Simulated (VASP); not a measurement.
Here is a VASP 6.6.1 calculation.

File INCAR:

```
ALGO = Normal
EDIFF = 1E-6
ENCUT = 520
GGA = PE
ISIF = 2
ISMEAR = 0
LASPH = T
LCHARG = F
LREAL = F
LWAVE = F
NBANDS = 10
NELM = 100
PREC = Accurate
SIGMA = 0.1
```

File KPOINTS:

```
k-points
0
Gamma
  18 18 18
```

The input POSCAR:

```
Re
1.0
    0.0000000000      1.9379472851      1.9379472851
    1.9379472851      0.0000000000      1.9379472851
    1.9379472851      1.9379472851      0.0000000000
Re
1
Direct
    0.0000000000      0.0000000000      0.0000000000
```

Potentials or basis: VASP PAW PBE potentials, release 64 (Re).

The run is started by

```sh
$ cat potpaw_PBE.64/Re/POTCAR > POTCAR
$ mpirun -np 1 vasp_std > vasp.out
```

**Question.** Estimate the pressure.

**Answer.** 11.4 GPa.
